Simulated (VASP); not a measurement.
# Hf in VASP: a series of runs, part 2 of 2

VASP 6.6.1. The steps go on from the part before.

## Step 4: Single point, PBEsol (strain +0.030 along x and y, +0.030 along z)

The input, INCAR:

```
ALGO     = Fast           # electronic algorithm
EDIFF    = 1E-6           # SCF threshold, eV
ENCUT    = 520            # plane-wave cutoff, eV
GGA      = PS             # functional
ISIF     = 2              # what is computed and relaxed
ISMEAR   = 0              # smearing method
LASPH    = True           # aspherical terms in the spheres
LCHARG   = False          # write CHGCAR
LREAL    = False          # projectors in reciprocal space
LWAVE    = False          # write WAVECAR
NBANDS   = 11             # bands
NELM     = 60             # most SCF steps
PREC     = Accurate       # precision mode
SIGMA    = 0.15           # smearing width, eV
```

The input, KPOINTS:

```
k-points
0
Gamma
  18 18 18
```

The input, POSCAR:

```
Hf
1.0
   -1.8591500000      1.8591500000      1.8591500000
    1.8591500000     -1.8591500000      1.8591500000
    1.8591500000      1.8591500000     -1.8591500000
Hf
1
Direct
    0.0000000000      0.0000000000      0.0000000000
```

Potentials or basis: VASP PAW PBE potentials, release 64 (Hf_pv).

The run is started by

```bash
$ cat potpaw_PBE.64/Hf_pv/POTCAR > POTCAR
$ mpirun -np 1 vasp_std > vasp.out
```

OUTCAR:

```text
EDIFF = 1E-6
   ENCUT = 520
   GGA = PS
   ISIF = 2
   ISMEAR = 0
   LASPH = True
   LREAL = False
   NELM = 60
   PREC = Accurate

 ion  position               nearest neighbor table
   1  0.000  0.000  0.000-

  LATTYP: Found a body centered cubic cell.
 ALAT       =     3.7183000000

  Lattice vectors:

 A1 = (  -1.8591500000,   1.8591500000,   1.8591500000)
 A2 = (   1.8591500000,  -1.8591500000,   1.8591500000)
 A3 = (   1.8591500000,   1.8591500000,  -1.8591500000)

Analysis of symmetry for initial positions (statically):
=====================================================================
 Subroutine PRICEL returns:
 Original cell was already a primitive cell.

 Routine SETGRP: Setting up the symmetry group for a
 body centered cubic supercell.

 Subroutine GETGRP returns: Found 48 space group operations
 (whereof 48 operations were pure point group operations)
 out of a pool of 48 trial point group operations.

The static configuration has the point symmetry O_h .

Analysis of symmetry for dynamics (positions and initial velocities):
=====================================================================
 Subroutine PRICEL returns:
 Original cell was already a primitive cell.

 Routine SETGRP: Setting up the symmetry group for a
 body centered cubic supercell.

 Subroutine GETGRP returns: Found 48 space group operations
 (whereof 48 operations were pure point group operations)
 out of a pool of 48 trial point group operations.

The dynamic configuration has the point symmetry O_h .

 Subroutine INISYM returns: Found 48 space group operations
 (whereof 48 operations are pure point group operations),
 and found     1 'primitive' translations

----------------------------------------------------------------------------------------

                                     Primitive cell

  volume of cell :      25.7042

  direct lattice vectors                    reciprocal lattice vectors
    -1.859150000  1.859150000  1.859150000     0.000000000  0.268940107  0.268940107
     1.859150000 -1.859150000  1.859150000     0.268940107  0.000000000  0.268940107
     1.859150000  1.859150000 -1.859150000     0.268940107  0.268940107  0.000000000

  length of vectors
     3.220142259  3.220142259  3.220142259     0.380338747  0.380338747  0.380338747

  position of ions in fractional coordinates (direct lattice)
     0.000000000  0.000000000  0.000000000

  ion indices of the primitive-cell ions
   primitive index   ion index
                 1           1

----------------------------------------------------------------------------------------

 KPOINTS: k-points

Automatic generation of k-mesh.
 Grid dimensions read from file:
 generate k-points for:   18   18   18

 Generating k-lattice:

  Cartesian coordinates                     Fractional coordinates (reciprocal lattice)
     0.000000000  0.014941117  0.014941117     0.055555556  0.000000000  0.000000000
     0.014941117  0.000000000  0.014941117     0.000000000  0.055555556  0.000000000
     0.014941117  0.014941117  0.000000000     0.000000000  0.000000000  0.055555556

  Length of vectors
     0.021129930  0.021129930  0.021129930

  Shift w.r.t. Gamma in fractional coordinates (k-lattice)
     0.000000000  0.000000000  0.000000000

 Subroutine IBZKPT returns following result:
 ===========================================

 Found    195 irreducible k-points:

 Following reciprocal coordinates:
            Coordinates               Weight
  0.000000  0.000000  0.000000      1.000000
  0.055556  0.000000  0.000000     12.000000
  0.111111  0.000000  0.000000     12.000000
  0.166667  0.000000  0.000000     12.000000
  0.222222  0.000000  0.000000     12.000000
  0.277778  0.000000  0.000000     12.000000
[... 16 lines left out ...]
  0.333333  0.111111  0.000000     48.000000
  0.388889  0.111111  0.000000     48.000000
 [... further k-points ...]
   k-points           NKPTS =    195   k-points in BZ     NKDIM =    195   number of bands    NBANDS=     11
   number of dos      NEDOS =    301   number of ions     NIONS =      1
   total plane-waves  NPLWV =  13824
   dimension x,y,z NGX =    24 NGY =   24 NGZ =   24
   dimension x,y,z NGXF=    48 NGYF=   48 NGZF=   48
   ions per type =               1
   NGX,Y,Z   is equivalent  to a cutoff of  12.39, 12.39, 12.39 a.u.
   NGXF,Y,Z  is equivalent  to a cutoff of  24.78, 24.78, 24.78 a.u.
 SYSTEM =  unknown system
   PREC   = accura    normal or accurate (medium, high low for compatibility)
   ISTART =      0    job   : 0-new  1-cont  2-samecut
   ICHARG =      2    charge: 1-file 2-atom 10-const
   ISPIN  =      1    spin polarized calculation?
   LNONCOLLINEAR =      F non collinear calculations
   LSORBIT =      F    spin-orbit coupling
   LASPH  =      T    aspherical Exc in radial PAW
   ENCUT  =  520.0 eV  38.22 Ry    6.18 a.u.   5.99  5.99  5.99*2*pi/ulx,y,z
   NELM   =     60;   NELMIN=  2; NELMDL= -5     # of ELM steps
   EDIFF  = 0.1E-05   stopping-criterion for ELM
   LREAL  =      F    real-space projection
   EDIFFG = 0.1E-04   stopping-criterion for IOM
   NSW    =      0    number of steps for IOM
   IBRION =     -1    ionic relax: 0-MD 1-quasi-New 2-CG
   NFREE  =      0    steps in history (QN), initial steepest desc. (CG)
   ISIF   =      2    stress and relaxation
   ISYM   =      2    0-nonsym 1-usesym 2-fastsym
   POTIM  = 0.5000    time-step for ionic-motion
   TEBEG  =    0.0;   TEEND  =   0.0 temperature during run
   PSTRESS=    0.0 pullay stress
   NELECT =      10.0000    total number of electrons
   NUPDOWN=      -1.0000    fix difference up-down
   EMIN   =  10.00;   EMAX   =-10.00  energy-range for DOS
   EFERMI =   0.00;   METHOD = LEGACY
   ISMEAR =     0;   SIGMA  =   0.15  broadening in eV -4-tet -1-fermi 0-gaus
   EFERMI_NEDOS =   21; number of points for ismear=-14 and -15
   IALGO  =     68    algorithm
   IMIX   =      4    mixing-type and parameters
     AMIX     =   0.40;   BMIX     =  1.00
     AMIX_MAG =   1.60;   BMIX_MAG =  1.00
  volume/ion in A,a.u.               =      25.70       173.46
  Fermi-wavevector in a.u.,A,eV,Ry     =   1.195108  2.258426 19.432964  1.428283
  Thomas-Fermi vector in A             =   2.331081
   LORBIT       =      0    0 simple, 1 ext, 2 COOP (PROOUT), +10 PAW based schemes
   GGA     = PS    functional components
   LHFCALC =     F    Hartree Fock is set to
   AEXX    =    0.0000 exact exchange contribution
   IVDW    =     0    specifies the selected vdW correction
   LEPSILON=     F    determine dielectric tensor
   LRPA    =     F    only Hartree local field effects (RPA)
 non-spin polarized calculation
 RMM-DIIS sequential band-by-band and
 Gauss-broadening in eV      SIGMA  =   0.15
  energy-cutoff  :      520.00
  volume of cell :       25.70
 maximum number of plane-waves:       712
   NGX = 11   NGY = 11   NGZ = 11

 number of electron      10.0000002 magnetization

 Free energy of the ion-electron system (eV)
  ---------------------------------------------------
  ext. energy  EPLUGINS =         0.00000000
  ---------------------------------------------------
  free energy    TOTEN  =       -10.10500444 eV

  energy without entropy =      -10.07802321  energy(sigma->0) =      -10.09151382

 E-fermi :   3.5494     XC(G=0): -10.7744

 val. band max:        3.5435730128   @ k =  -0.3333   0.3889   0.0556
 cond. band min:       3.5499723988   @ k =   0.3333   0.1111   0.1111
 fundamental gap:      0.0063993860
 Fermi energy:         3.5494488593

 k-point     1 :       0.0000    0.0000    0.0000
  band No.  band energies     occupation
      1     -26.7917      2.00000
      2     -26.7917      2.00000
      3     -26.7917      2.00000
      4      -3.0448      2.00000
      5       4.9167      0.00000
      6       4.9167      0.00000
      7       4.9167      0.00000
      8       7.3232      0.00000
      9       7.3232      0.00000
     10      16.2054      0.00000
     11      16.2054      0.00000

 k-point     2 :       0.0556    0.0000    0.0000
  band No.  band energies     occupation
      1     -26.8078      2.00000
      2     -26.7969      2.00000
      3     -26.7917      2.00000
      4      -2.9468      2.00000
      5       4.8503      0.00000
      6       4.8927      0.00000
      7       5.0111      0.00000
      8       7.2177      0.00000
      9       7.3232      0.00000
     10      16.2933      0.00000
     11      16.3866      0.00000
[... 295 lines left out ...]
 k-point    24 :       0.3889    0.1111    0.0000
  band No.  band energies     occupation
      1     -27.2680      2.00000
      2     -26.9740      2.00000
      3     -26.8145      2.00000
      4       0.7536      2.00000
      5       3.2656      1.99255
      6       3.8126      0.01312
      7       7.0090      0.00000
      8       7.9810      0.00000
      9       9.9480      0.00000
     10      11.7461      0.00000
     11      14.0992      0.00000

 [... further k-points ...]
[... 5 lines left out ...]
  --------------------------------------------------------------------------------------
  -------------------------------------------------------------------------------------
  Total       -2.3935213     -2.3935213     -2.3935213      0.0000000      0.0000000     -0.0000000
  in kB     -149.1916754   -149.1916754   -149.1916754      0.0000000      0.0000000     -0.0000000
  external PRESSURE =    -149.1916754 kB  Pullay stress =       0.0000000 kB

 VOLUME and BASIS-vectors are now :
 -----------------------------------------------------------------------------
  energy-cutoff  :      520.00
  volume of cell :       25.70
      direct lattice vectors                 reciprocal lattice vectors
    -1.859150000  1.859150000  1.859150000     0.000000000  0.268940107  0.268940107
     1.859150000 -1.859150000  1.859150000     0.268940107  0.000000000  0.268940107
     1.859150000  1.859150000 -1.859150000     0.268940107  0.268940107  0.000000000

 POSITION                                       TOTAL-FORCE (eV/Angst)
 -----------------------------------------------------------------------------------
      0.00000      0.00000      0.00000        -0.000000      0.000000      0.000000
 -----------------------------------------------------------------------------------
    total drift:                                0.000000      0.000000      0.000000

  FREE ENERGIE OF THE ION-ELECTRON SYSTEM (eV)
  ---------------------------------------------------
  free  energy   TOTEN  =       -10.1050044353 eV

  energy  without entropy=      -10.0780232107  energy(sigma->0) =      -10.09151382
```

Run time: 1.8 min. Hardware: 1 thread of Intel Xeon 8259CL, shared host; peak memory 0.18 GiB.

Results:

```yaml
Free_energy: -10.1050 eV
Pressure: -14.9 GPa
Band_gap_on_the_k_mesh: zero (bands 5 and 6 overlap by 2.03 eV)
```

Levels at points of the mesh, in eV from the Fermi level:
```csv
k point,band 1,band 2,band 3,band 4,band 5,band 6,band 7,band 8,band 9,band 10
"(0.00, 0.00, 0.00)",-30.34,-30.34,-30.34,-6.59,1.37,1.37,1.37,3.77,3.77,12.66
"(0.50, 0.00, 0.00)",-30.85,-30.51,-30.34,-3.01,-0.32,0.65,3.53,4.40,6.42,8.35
"(0.50, 0.50, 0.50)",-30.71,-30.71,-30.71,-2.04,-2.04,5.76,5.76,5.76,6.20,6.20
```

Caveat: the cell differs from its parent crystal (strain +0.030 along x and y, +0.030 along z); the cell stands under tension; the PAW data sets were made with another functional, which shifts forces and pressure a little; spin-orbit coupling is left out, which moves the levels of the heavy elements.

## Step 5: Single point, PBEsol (strain -0.030 along x and y, -0.015 along z)

The input, INCAR:

```
PREC = Accurate ; ENCUT = 520
EDIFF = 1E-7 ; ISMEAR = 0
SIGMA = 0.15 ; LREAL = False
LASPH = True ; NELM = 80
ALGO = Normal ; ISIF = 2
LWAVE = False ; LCHARG = False
GGA = PS ; NBANDS = 11
```

The input, KPOINTS:

```
regular mesh
0
Gamma
  18 18 18
```

The input, POSCAR:

```
Hf
1.0
   -1.7508500000      1.7508500000      1.7779250000
    1.7508500000     -1.7508500000      1.7779250000
    1.7508500000      1.7508500000     -1.7779250000
Hf
1
Direct
    0.0000000000      0.0000000000      0.0000000000
```

The run is started by

```bash
$ cat potpaw_PBE.64/Hf_pv/POTCAR > POTCAR
$ mpirun -np 1 vasp_std > vasp.out
```

It took 2.7 min on 1 thread of Intel Xeon 8259CL, shared host; peak memory 0.23 GiB.

Results (log left out):

| Property | Result |
| --- | --- |
| Free energy | -10.3396 eV |
| Pressure | -2.7 GPa |
| Band gap on the k mesh | zero (bands 5 and 6 overlap by 2.16 eV) |

Stress tensor (GPa, compression positive):
```
-2.95  0.00  0.00
 0.00 -2.95  0.00
 0.00  0.00 -2.32
```

Levels at points of the mesh, in eV from the Fermi level:
```csv
k point,band 3,band 4,band 5,band 6,band 7,band 8
"(0.00, 0.00, 0.00)",-29.67,-7.12,1.48,1.48,1.65,4.28
"(0.50, 0.00, 0.00)",-29.67,-3.46,-0.48,1.17,4.15,5.25
"(0.50, 0.50, 0.00)",-29.68,-3.44,-0.66,1.26,4.40,5.36
"(0.50, 0.50, 0.50)",-30.29,-2.70,-2.65,6.95,7.01,7.01
```

Caveat: the cell differs from its parent crystal (strain -0.030 along x and y, -0.015 along z); the PAW data sets were made with another functional, which shifts forces and pressure a little; spin-orbit coupling is left out, which moves the levels of the heavy elements.

## Step 6: Overview

```tsv
cell	gap on the mesh (eV)	pressure (GPa)
a = 3.079 Å, angles 109.5°, 1 atom	none	-5.6
a = 3.173 Å, angles 109.5°, 1 atom	none	-12.4
a = 3.220 Å, angles 109.5°, 1 atom	none	-14.9
a = 3.048 Å, angles 109.9, 109.9, 108.6°, 1 atom	none	-2.7
```

Alike in all rows: task single point; level PBEsol; potentials or basis VASP PAW PBE potentials, release 64 (Hf_pv); no spin polarisation; k mesh 18 × 18 × 18; cutoff (eV) 520; smearing gaussian 0.15 eV.

Caveats: the PAW data sets were made with another functional, which shifts forces and pressure a little; spin-orbit coupling is left out, which moves the levels of the heavy elements; the cell stands under tension (at least some runs).

Absolute energies hang on the potentials; compare differences alone.
